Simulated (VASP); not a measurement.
# Ag in VASP: notebook, part 2 of 2

VASP 6.6.1. The steps go on from the part before.

## (4) Single point, revPBE+D3(BJ)

Contents of INCAR:

```
SYSTEM = Ag
PREC = Accurate ; ENCUT = 520
EDIFF = 1E-6 ; ISMEAR = 1
SIGMA = 0.1 ; LREAL = .False.
LASPH = .True. ; NELM = 100
ALGO = Normal ; ISIF = 2
LWAVE = .False. ; LCHARG = .True.
GGA = RE ; IVDW = 12
LELF = .True. ; LVHAR = .True.
NBANDS = 12
```

Contents of KPOINTS:

```
Automatic mesh
0
Gamma
  11 11 11
  0 0 0
```

Contents of POSCAR:

```
Ag
1.0
    0.0000000000      2.0427500000      2.0427500000
    2.0427500000      0.0000000000      2.0427500000
    2.0427500000      2.0427500000      0.0000000000
Ag
1
Direct
    0.0000000000      0.0000000000      0.0000000000
```

Potentials or basis: VASP PAW PBE potentials, release 64 (Ag).

Launch:

```bash
$ cat potpaw_PBE.64/Ag/POTCAR > POTCAR
$ mpirun -np 1 vasp_std > vasp.out
```

OUTCAR:

```text
SYSTEM = Ag
   PREC = Accurate
   ENCUT = 520
   EDIFF = 1E-6
   ISMEAR = 1
   LREAL = .False.
   LASPH = .True.
   NELM = 100
   ISIF = 2
   GGA = RE
   IVDW = 12
 IVDW          = 12

 ion  position               nearest neighbor table
   1  0.000  0.000  0.000-

  LATTYP: Found a face centered cubic cell.
 ALAT       =     4.0855000000

  Lattice vectors:

 A1 = (   0.0000000000,   2.0427500000,   2.0427500000)
 A2 = (   2.0427500000,   0.0000000000,   2.0427500000)
 A3 = (   2.0427500000,   2.0427500000,   0.0000000000)

Analysis of symmetry for initial positions (statically):
=====================================================================
 Subroutine PRICEL returns:
 Original cell was already a primitive cell.

 Routine SETGRP: Setting up the symmetry group for a
 face centered cubic supercell.

 Subroutine GETGRP returns: Found 48 space group operations
 (whereof 48 operations were pure point group operations)
 out of a pool of 48 trial point group operations.

The static configuration has the point symmetry O_h .

Analysis of symmetry for dynamics (positions and initial velocities):
=====================================================================
 Subroutine PRICEL returns:
 Original cell was already a primitive cell.

 Routine SETGRP: Setting up the symmetry group for a
 face centered cubic supercell.

 Subroutine GETGRP returns: Found 48 space group operations
 (whereof 48 operations were pure point group operations)
 out of a pool of 48 trial point group operations.

The dynamic configuration has the point symmetry O_h .

 Subroutine INISYM returns: Found 48 space group operations
 (whereof 48 operations are pure point group operations),
 and found     1 'primitive' translations

----------------------------------------------------------------------------------------

                                     Primitive cell

  volume of cell :      17.0481

  direct lattice vectors                    reciprocal lattice vectors
     0.000000000  2.042750000  2.042750000    -0.244768082  0.244768082  0.244768082
[... 113 lines left out ...]
   LEPSILON=     F    determine dielectric tensor
   LRPA    =     F    only Hartree local field effects (RPA)
 non-spin polarized calculation
 Methfessel and Paxton  Order N= 1 SIGMA  =   0.10
  energy-cutoff  :      520.00
  volume of cell :       17.05
 maximum number of plane-waves:       477
 NGX is ok and might be reduce to    24
   NGX = 11   NGY = 11   NGZ = 11

 number of electron      10.9999999 magnetization

 Free energy of the ion-electron system (eV)
  ---------------------------------------------------
  ext. energy  EPLUGINS =         0.00000000
  ---------------------------------------------------
  free energy    TOTEN  =        -2.26854693 eV

  energy without entropy =       -2.26840034  energy(sigma->0) =       -2.26849807

 E-fermi :   8.8065     XC(G=0): -12.1181

 val. band max:        8.7525165129   @ k =  -0.4545   0.0909   0.0000
 cond. band min:       8.8509121075   @ k =   0.4545   0.3636   0.0000
 fundamental gap:      0.0983955946
 Fermi energy:         8.8065135793

 k-point     1 :       0.0000    0.0000    0.0000
  band No.  band energies     occupation
      1       0.7869      2.00000
      2       3.7021      2.00000
      3       3.7021      2.00000
      4       3.7021      2.00000
      5       4.7309      2.00000
      6       4.7309      2.00000
      7      24.5459      0.00000
      8      28.1546      0.00000
      9      28.1546      0.00000
     10      28.1546      0.00000
     11      32.9089      0.00000
     12      34.0902      0.00000
[... 331 lines left out ...]
 k-point    24 :      -0.1818    0.1818    0.0000
  band No.  band energies     occupation
      1       2.8064      2.00000
      2       3.3038      2.00000
      3       3.9190      2.00000
      4       4.3132      2.00000
      5       4.3436      2.00000
      6       5.8859      2.00000
      7      20.4819      0.00000
      8      20.8811      0.00000
      9      27.1655      0.00000
     10      28.9686      0.00000
     11      29.6693      0.00000
     12      33.2077      0.00000

 [... further k-points ...]

------------------------ aborting loop because EDIFF is reached ----------------------------------------

 Edisp (eV)   -1.12645

 E8    (eV) :    -0.7897

  FORCE on cell =-STRESS in cart. coord.  units (eV):
  Direction    XX          YY          ZZ          XY          YZ          ZX
  --------------------------------------------------------------------------------------
  -------------------------------------------------------------------------------------
  Total      -0.41044    -0.41044    -0.41044     0.00000     0.00000    -0.00000
  in kB     -38.57349   -38.57349   -38.57349     0.00000     0.00000    -0.00000
  external pressure =      -38.57 kB  Pullay stress =        0.00 kB

 VOLUME and BASIS-vectors are now :
 -----------------------------------------------------------------------------
  energy-cutoff  :      520.00
  volume of cell :       17.05
      direct lattice vectors                 reciprocal lattice vectors
     0.000000000  2.042750000  2.042750000    -0.244768082  0.244768082  0.244768082
     2.042750000  0.000000000  2.042750000     0.244768082 -0.244768082  0.244768082
     2.042750000  2.042750000  0.000000000     0.244768082  0.244768082 -0.244768082

 POSITION                                       TOTAL-FORCE (eV/Angst)
 -----------------------------------------------------------------------------------
      0.00000      0.00000      0.00000         0.000000      0.000000      0.000000
 -----------------------------------------------------------------------------------
    total drift:                                0.000000      0.000000      0.000000

  FREE ENERGIE OF THE ION-ELECTRON SYSTEM (eV)
  ---------------------------------------------------
  free  energy   TOTEN  =        -3.3949927932 eV

  energy  without entropy=       -3.3948462021  energy(sigma->0) =       -3.39494393
```

stdout:

```text
POSCAR found type information on POSCAR Ag
 POSCAR found :  1 types and       1 ions
 scaLAPACK will be used
 -----------------------------------------------------------------------------
|                                                                             |
|                                                                             |
|     You enforced a specific xc type in the INCAR file but a different       |
|     I HOPE YOU KNOW WHAT YOU ARE DOING!                                     |
|                                                                             |
 -----------------------------------------------------------------------------

 LDA part: xc-table for (Slater+PW92), standard interpolation
 POSCAR, INCAR and KPOINTS ok, starting setup
 FFT: planning ... GRIDC
 FFT: planning ... GRID_SOFT
 FFT: planning ... GRID
 WAVECAR not read
 entering main loop
```

Wall time 4.9 s (1 thread of Intel Xeon Platinum 8559C (Emerald Rapids), shared host); peak memory 0.15 GiB.

What came out:

* Free energy: -3.3950 eV
* Pressure: -3.9 GPa
* Band gap on the k mesh: zero (an odd number of electrons rules out a gap without spin polarisation)
* Dispersion energy per atom: -1.126 eV

Caveat: three body term missing; the cell stands under tension; the PAW data sets were made with another functional, which shifts forces and pressure a little.

## (5) Single point, SVWN5, collinear spin

Contents of INCAR:

```
PREC = Accurate ; ENCUT = 520
EDIFF = 1E-6 ; ISMEAR = -1
SIGMA = 0.025 ; LREAL = False
LASPH = True ; NELM = 150
ALGO = Fast ; ISIF = 2
LWAVE = False ; LCHARG = False
ISPIN = 2 ; MAGMOM = 0.11
LORBIT = 11 ; LMAXMIX = 4
GGA = VW ; ISYM = 0
NBANDS = 16
```

Contents of KPOINTS:

```
Automatic mesh
0
Gamma
  7 7 7
```

POSCAR is that of step 4.

Launch:

```bash
$ cat potpaw_PBE.64/Ag/POTCAR > POTCAR
$ mpirun -np 1 vasp_std > vasp.out
```

Run time: 46 s. Hardware: 1 thread of Intel Xeon Platinum 8559C (Emerald Rapids), shared host; peak memory 0.18 GiB.

It converged, with:

| Item | Value |
| --- | --- |
| Free energy | 43.6378 eV |
| Pressure | -7.9 GPa |
| Net moment | 0.00 μB per cell |
| Valence electrons inside the program's atomic spheres | Ag 9.86 |

Levels at points of the mesh, in eV from the Fermi level:
Spin up:
| k point | band 2 | band 3 | band 4 | band 5 | band 6 | band 7 | band 8 | band 9 | band 10 | band 11 |
| --- | --- | --- | --- | --- | --- | --- | --- | --- | --- | --- |
| (0.00, 0.00, 0.00) | -5.14 | -5.14 | -5.14 | -4.09 | -4.09 | 15.73 | 19.21 | 19.21 | 19.21 | 24.20 |
Spin down:
```tsv
k point	band 2	band 3	band 4	band 5	band 6	band 7	band 8	band 9
(0.00, 0.00, 0.00)	-5.08	-5.08	-5.08	-4.02	-4.02	15.73	19.22	19.22
```

Caveat: the k points lie up to 0.38 Å⁻¹ apart; the PAW data sets were made with another functional, which shifts forces and pressure a little.

## (6) Single point, PBE

This run uses another cell than the first one, of 17.22 Å³/atom.

Contents of INCAR:

```
PREC = Accurate ; ENCUT = 500
EDIFF = 1E-6 ; ISMEAR = -1
SIGMA = 0.05 ; LREAL = F
LASPH = T ; NELM = 120
ALGO = Normal ; ISIF = 2
LWAVE = F ; LCHARG = F
GGA = PE ; NBANDS = 12
GGA_COMPAT = F
```

Contents of KPOINTS:

```
Automatic mesh
0
Gamma
  11 11 11
```

Contents of POSCAR:

```
Ag
1.0
    0.0000000000      2.0427500000      2.0427500000
    2.0631775000      0.0000000000      2.0427500000
    2.0631775000      2.0427500000      0.0000000000
Ag
1
Direct
    0.0000000000      0.0000000000      0.0000000000
```

Potentials or basis: VASP PAW PBE potentials, release 64 (Ag).

Launch:

```bash
$ cat potpaw_PBE.64/Ag/POTCAR > POTCAR
$ mpirun -np 1 vasp_std > vasp.out
```

Wall time 18 s (1 thread of Intel Xeon 6975P-C (Granite Rapids), shared host); peak memory 0.15 GiB.

The run converged. Its results:

```yaml
Free_energy: -2.7147 eV
Pressure: 3.2 GPa
Band_gap_on_the_k_mesh: zero (an odd number of electrons rules out a gap without spin polarisation)
```

Levels at points of the mesh, in eV from the Fermi level:
```
           k point  band 4  band 5  band 6  band 7  band 8  band 9
(0.00, 0.00, 0.00)   -5.00   -4.04   -3.98   15.76   19.19   19.32
```

Caveat: the cell stands under pressure.

## (7) The runs side by side

```csv
task,level,spin,cell,k mesh,cutoff (eV),smearing,grid for exact exchange (PRECFOCK),share of exact exchange,gap on the mesh (eV),pressure (GPa)
relaxation of cell and atoms,PBE+D4,off,"relaxed from a = 2.889 Å, angles 60.0°, 1 atom",11 × 11 × 11,600,fermi-dirac 0.05 eV,-,-,none,0.1
single point,PBE0,off,"a = 2.889 Å, angles 60.0°, 1 atom",6 × 6 × 6,520,fermi-dirac 0.05 eV,Normal,0.25,none,4.5
single point,revPBE+D3(BJ),off,"a = 2.889 Å, angles 60.0°, 1 atom",11 × 11 × 11,520,methfessel-paxton 0.1 eV,-,-,none,-3.9
single point,SVWN5,collinear,"a = 2.889 Å, angles 60.0°, 1 atom",7 × 7 × 7,520,fermi-dirac 0.025 eV,-,-,none,-7.9
single point,PBE,off,"a = 2.889, b = 2.903, c = 2.903 Å, angles 59.7, 60.2, 60.2°, 1 atom",11 × 11 × 11,500,fermi-dirac 0.05 eV,-,-,none,3.2
```

Alike in all rows: potentials or basis VASP PAW PBE potentials, release 64 (Ag).

Caveats: some runs use coarse meshes; the PAW data sets were made with another functional, which shifts forces and pressure a little (at least some runs); three body term missing (at least some runs); the cell stands under tension (at least some runs); the cell stands under pressure (at least some runs).

Total energies depend on the potentials used, so only differences within one code and one set of settings carry meaning.
